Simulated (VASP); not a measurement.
Set up this calculation in VASP 6.6.1, as the native input.

| Quantity | Value |
| --- | --- |
| Task | single point |
| Functional | PBE0 |
| Potentials or basis | VASP PAW PBE potentials, release 64 (Na_pv, Cl) |
| Cutoff | 520 eV |
| k mesh | 6 × 6 × 6 |
| Occupations | gaussian, width 0.01 eV |
| Spin | no spin polarisation |
| Dipole correction | no |
| Grid for exact exchange (PRECFOCK) | Normal |
| Further INCAR settings | ALGO = Normal; EDIFF = 1e-06; NBANDS = 14 |

NaCl:

```
CELL_PARAMETERS angstrom
0.00000 2.80273 2.80273
2.80273 0.00000 2.80273
2.80273 2.80273 0.00000
ATOMIC_POSITIONS crystal
Na 0.00000 0.00000 0.00000
Cl 0.50000 0.50000 0.50000
```

One way to write it, as run:

POSCAR

```
NaCl
1.0
    0.0000000000      2.8027319522      2.8027319522
    2.8027319522      0.0000000000      2.8027319522
    2.8027319522      2.8027319522      0.0000000000
Na Cl
1 1
Direct
    0.0000000000      0.0000000000      0.0000000000
    0.5000000000      0.5000000000      0.5000000000
```

INCAR.step1

```
PREC = Accurate
ENCUT = 520
EDIFF = 1E-5
ISMEAR = 0
SIGMA = 0.01
LREAL = F
LASPH = T
NELM = 80
ALGO = Normal
ISIF = 2
LWAVE = T
LCHARG = F
NBANDS = 14
GGA = PE
```

INCAR.step2

```
PREC = Accurate
ENCUT = 520
EDIFF = 1E-6
ISMEAR = 0
SIGMA = 0.01
LREAL = F
LASPH = T
NELM = 80
ALGO = Normal
ISIF = 2
LWAVE = F
LCHARG = F
GGA = PE
LHFCALC = T
AEXX = 0.25
PRECFOCK = Normal
NBANDS = 14
ISTART = 1
```

KPOINTS

```
Automatic mesh
0
Gamma
  6 6 6
```

Potentials or basis: VASP PAW PBE potentials, release 64 (Na_pv, Cl).

The run is started by

```bash
$ cat potpaw_PBE.64/Na_pv/POTCAR potpaw_PBE.64/Cl/POTCAR > POTCAR
$ cp INCAR.step1 INCAR
$ mpirun -np 1 vasp_std > vasp.out
$ cp INCAR.step2 INCAR
$ mpirun -np 1 vasp_std > vasp.out
```

It gave:

```
Pressure               : 0.6 GPa
Band gap on the k mesh : 7.28 eV, direct
```

Caveat: the PAW data sets were made with another functional, which shifts forces and pressure a little.

It took 17 min on 1 thread of Intel Xeon 6975P-C, with other jobs on the host, peak memory 0.19 GiB.
